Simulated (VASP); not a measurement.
# MgO (m) (Fm-3m) in VASP: single point with PBE

Aim: the single point of MgO (m) with PBE.

Everything below comes from runs of VASP 6.6.1. Logs are shortened: lines on timing, memory, paths and dates and some standing lists are left out, and cuts for length are marked.

## (1) The cell of the first run

Symmetry: Fm-3m, No. 225, cubic system. The conventional cell has a = 4.254 Å, b = 4.254 Å, c = 4.254 Å, α = 90.00°, β = 90.00°, γ = 90.00°. Mg (site symmetry m-3m) has 6 O at 2.13 Å within 2.8 Å. O (site symmetry m-3m) has 6 Mg at 2.13 Å within 2.8 Å.

## (2) Single point, PBE

INCAR reads:

```
SYSTEM = MgO
PREC = Accurate
ENCUT = 600
EDIFF = 1E-6
ISMEAR = 0
SIGMA = 0.02
LREAL = .FALSE.
LASPH = .TRUE.
NELM = 120
ALGO = Normal
ISIF = 2
LWAVE = .FALSE.
LCHARG = .FALSE.
GGA = PE
NBANDS = 11
GGA_COMPAT = .FALSE.
```

KPOINTS reads:

```
Automatic mesh
0
G
  10 10 10
  0 0 0
```

POSCAR reads:

```
MgO
1.0
    0.0000000000      2.1269094259      2.1269094259
    2.1269094259      0.0000000000      2.1269094259
    2.1269094259      2.1269094259      0.0000000000
Mg O
1 1
Direct
    0.0000000000      0.0000000000      0.0000000000
    0.5000000000      0.5000000000      0.5000000000
```

Potentials or basis: VASP PAW PBE potentials, release 64 (Mg, O).

Started as:

```
cat potpaw_PBE.64/Mg/POTCAR potpaw_PBE.64/O/POTCAR > POTCAR
mpirun -np 1 vasp_std > vasp.out
```

OUTCAR:

```text
SYSTEM = MgO
   PREC = Accurate
   ENCUT = 600
   EDIFF = 1E-6
   ISMEAR = 0
   LREAL = .FALSE.
   LASPH = .TRUE.
   NELM = 120
   ISIF = 2
   GGA = PE

 ion  position               nearest neighbor table
   1  0.000  0.000  0.000-   2 2.13   2 2.13   2 2.13   2 2.13   2 2.13   2 2.13
   2  0.500  0.500  0.500-   1 2.13   1 2.13   1 2.13   1 2.13   1 2.13   1 2.13

  LATTYP: Found a face centered cubic cell.
 ALAT       =     4.2538188518

  Lattice vectors:

 A1 = (   0.0000000000,   2.1269094259,   2.1269094259)
 A2 = (   2.1269094259,   0.0000000000,   2.1269094259)
 A3 = (   2.1269094259,   2.1269094259,   0.0000000000)

Analysis of symmetry for initial positions (statically):
=====================================================================
 Subroutine PRICEL returns:
 Original cell was already a primitive cell.

 Routine SETGRP: Setting up the symmetry group for a
 face centered cubic supercell.

 Subroutine GETGRP returns: Found 48 space group operations
 (whereof 48 operations were pure point group operations)
 out of a pool of 48 trial point group operations.

The static configuration has the point symmetry O_h .

Analysis of symmetry for dynamics (positions and initial velocities):
=====================================================================
 Subroutine PRICEL returns:
 Original cell was already a primitive cell.

 Routine SETGRP: Setting up the symmetry group for a
 face centered cubic supercell.

 Subroutine GETGRP returns: Found 48 space group operations
 (whereof 48 operations were pure point group operations)
 out of a pool of 48 trial point group operations.

The dynamic configuration has the point symmetry O_h .

 Subroutine INISYM returns: Found 48 space group operations
 (whereof 48 operations are pure point group operations),
 and found     1 'primitive' translations

----------------------------------------------------------------------------------------

                                     Primitive cell

  volume of cell :      19.2432

  direct lattice vectors                    reciprocal lattice vectors
     0.000000000  2.126909426  2.126909426    -0.235082883  0.235082883  0.235082883
     2.126909426  0.000000000  2.126909426     0.235082883 -0.235082883  0.235082883
     2.126909426  2.126909426  0.000000000     0.235082883  0.235082883 -0.235082883

  length of vectors
     3.007904156  3.007904156  3.007904156     0.407175498  0.407175498  0.407175498

  position of ions in fractional coordinates (direct lattice)
     0.000000000  0.000000000  0.000000000
[... 81 lines left out ...]
   NSW    =      0    number of steps for IOM
   IBRION =     -1    ionic relax: 0-MD 1-quasi-New 2-CG
   NFREE  =      0    steps in history (QN), initial steepest desc. (CG)
   ISIF   =      2    stress and relaxation
   ISYM   =      2    0-nonsym 1-usesym 2-fastsym
   POTIM  = 0.5000    time-step for ionic-motion
   TEBEG  =    0.0;   TEEND  =   0.0 temperature during run
   PSTRESS=    0.0 pullay stress
   NELECT =       8.0000    total number of electrons
   NUPDOWN=      -1.0000    fix difference up-down
   EMIN   =  10.00;   EMAX   =-10.00  energy-range for DOS
   EFERMI =   0.00;   METHOD = LEGACY
   ISMEAR =     0;   SIGMA  =   0.02  broadening in eV -4-tet -1-fermi 0-gaus
   EFERMI_NEDOS =   21; number of points for ismear=-14 and -15
   IALGO  =     38    algorithm
   IMIX   =      4    mixing-type and parameters
     AMIX     =   0.40;   BMIX     =  1.00
     AMIX_MAG =   1.60;   BMIX_MAG =  1.00
  volume/ion in A,a.u.               =       9.62        64.93
  Fermi-wavevector in a.u.,A,eV,Ry     =   1.221835  2.308933 20.311870  1.492880
  Thomas-Fermi vector in A             =   2.357003
   LORBIT       =      0    0 simple, 1 ext, 2 COOP (PROOUT), +10 PAW based schemes
   GGA     = PE    functional components
   LHFCALC =     F    Hartree Fock is set to
   AEXX    =    0.0000 exact exchange contribution
   IVDW    =     0    specifies the selected vdW correction
   LEPSILON=     F    determine dielectric tensor
   LRPA    =     F    only Hartree local field effects (RPA)
 non-spin polarized calculation
 Gauss-broadening in eV      SIGMA  =   0.02
  energy-cutoff  :      600.00
  volume of cell :       19.24
 maximum number of plane-waves:       656
   NGX = 13   NGY = 13   NGZ = 13

 number of electron       8.0000004 magnetization

 Free energy of the ion-electron system (eV)
  ---------------------------------------------------
  ext. energy  EPLUGINS =         0.00000000
  ---------------------------------------------------
  free energy    TOTEN  =       -11.91482500 eV

  energy without entropy =      -11.91482500  energy(sigma->0) =      -11.91482500

 E-fermi :   3.1827     XC(G=0): -10.9393

 val. band max:        2.9665520103   @ k =   0.0000   0.0000   0.0000
 cond. band min:       7.4111333190   @ k =   0.0000   0.0000   0.0000
 fundamental gap:      4.4445813086
 Fermi energy:         3.1826973382

 k-point     1 :       0.0000    0.0000    0.0000
  band No.  band energies     occupation
      1     -14.1471      2.00000
      2       2.9666      2.00000
      3       2.9666      2.00000
      4       2.9666      2.00000
      5       7.4111      0.00000
      6      18.6002      0.00000
      7      18.6002      0.00000
      8      18.6002      0.00000
      9      22.4377      0.00000
     10      24.1801      0.00000
     11      24.1801      0.00000
[... 309 lines left out ...]
 k-point    24 :       0.4000    0.3000    0.0000
  band No.  band energies     occupation
      1     -12.9762      2.00000
      2      -0.5128      2.00000
      3       1.7062      2.00000
      4       1.9177      2.00000
      5      12.2504      0.00000
      6      13.0512      0.00000
      7      16.2563      0.00000
      8      20.7583      0.00000
      9      20.9596      0.00000
     10      27.4918      0.00000
     11      29.3547      0.00000

 [... further k-points ...]
[... 5 lines left out ...]
  --------------------------------------------------------------------------------------
  -------------------------------------------------------------------------------------
  Total       -0.1240648     -0.1240648     -0.1240648     -0.0000000      0.0000000      0.0000000
  in kB      -10.3295664    -10.3295664    -10.3295664     -0.0000000      0.0000000      0.0000000
  external PRESSURE =     -10.3295664 kB  Pullay stress =       0.0000000 kB

 VOLUME and BASIS-vectors are now :
 -----------------------------------------------------------------------------
  energy-cutoff  :      600.00
  volume of cell :       19.24
      direct lattice vectors                 reciprocal lattice vectors
     0.000000000  2.126909426  2.126909426    -0.235082883  0.235082883  0.235082883
     2.126909426  0.000000000  2.126909426     0.235082883 -0.235082883  0.235082883
     2.126909426  2.126909426  0.000000000     0.235082883  0.235082883 -0.235082883

 POSITION                                       TOTAL-FORCE (eV/Angst)
 -----------------------------------------------------------------------------------
      0.00000      0.00000      0.00000         0.000000      0.000000      0.000000
      2.12691      2.12691      2.12691        -0.000000     -0.000000     -0.000000
 -----------------------------------------------------------------------------------
    total drift:                               -0.000000     -0.000000      0.000000

  FREE ENERGIE OF THE ION-ELECTRON SYSTEM (eV)
  ---------------------------------------------------
  free  energy   TOTEN  =       -11.9148249969 eV

  energy  without entropy=      -11.9148249969  energy(sigma->0) =      -11.91482500
```

OSZICAR:

```text
N       E                     dE             d eps       ncg     rms          rms(c)
DAV:   1     0.211849674536E+02    0.21185E+02   -0.48529E+03  1106   0.726E+02
DAV:   2    -0.126149460503E+02   -0.33800E+02   -0.32595E+02  1179   0.150E+02
DAV:   3    -0.134674476359E+02   -0.85250E+00   -0.85173E+00  1246   0.219E+01
DAV:   4    -0.134695850782E+02   -0.21374E-02   -0.21374E-02  1136   0.124E+00
DAV:   5    -0.134695921720E+02   -0.70938E-05   -0.70938E-05  1211   0.701E-02    0.719E+00
DAV:   6    -0.119352123208E+02    0.15344E+01   -0.89881E+00  1076   0.164E+01    0.227E+00
DAV:   7    -0.119208609052E+02    0.14351E-01   -0.62358E-02  1121   0.221E+00    0.135E+00
DAV:   8    -0.119153073474E+02    0.55536E-02   -0.30795E-02  1088   0.197E+00    0.256E-01
DAV:   9    -0.119148697497E+02    0.43760E-03   -0.64096E-04  1181   0.178E-01    0.145E-01
DAV:  10    -0.119148241019E+02    0.45648E-04   -0.58828E-04  1130   0.181E-01    0.865E-03
DAV:  11    -0.119148249969E+02   -0.89494E-06   -0.32355E-06  1199   0.150E-02
   1 F= -.11914825E+02 E0= -.11914825E+02  d E =-.638529E-55
```

Run time: 25 s. Hardware: 1 thread of AMD EPYC 7R13, shared host; peak memory 0.11 GiB.

Results:

* Free energy: -11.9148 eV
* Pressure: -1.0 GPa
* Band gap on the k mesh: 4.44 eV, direct
